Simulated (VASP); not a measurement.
MgH2, 3 atoms in the cell. The structure is cubic, space group F-43m (No. 216). The conventional cell has a = 5.220 Å, b = 5.220 Å, c = 5.220 Å, α = 90.00°, β = 90.00°, γ = 90.00°. Mg (site symmetry -43m) has 10 H at 2.26 to 2.61 Å within 3.0 Å. Within 3.0 Å of H (site symmetry -43m) lie 4 Mg at 2.26 Å and 4 H at 2.26 Å. Within 3.0 Å of H (site symmetry -43m) lie 4 H at 2.26 Å and 6 Mg at 2.61 Å. The cell was generated, and may not be a known phase.

| Item | Value |
| --- | --- |
| Program | VASP 6.6.1 |
| Task | relaxation of cell and atoms |
| Functional | PBE |
| Potentials or basis | VASP PAW PBE potentials, release 64 (Mg_sv, H) |
| Cutoff | 840 eV |
| k mesh | 5 × 5 × 5 |
| Occupations | gaussian, width 0.15 eV |
| Spin | no spin polarisation |
| Dipole correction | no |
| Further INCAR settings | ALGO = Normal; EDIFF = 1e-07; IBRION = 2; EDIFFG = -0.08; NSW = 36; ISIF = 3 |

Potentials or basis: VASP PAW PBE potentials, release 64 (Mg_sv, H).

Launch:

```console
$ cat potpaw_PBE.64/Mg_sv/POTCAR potpaw_PBE.64/H/POTCAR > POTCAR
$ mpirun -np 1 vasp_std > vasp.out
```

Hardware: 1 thread of AMD EPYC 7R43 64-Core Processor (Zen 3), with other jobs on the host.

Question: Estimate the wall time of this run.

Answer: It took 50 s on 1 thread of AMD EPYC 7R43 64-Core Processor (Zen 3), on a shared host, peak memory 0.17 GiB. Counts: scf iterations 57, k points 10, ion steps 5.
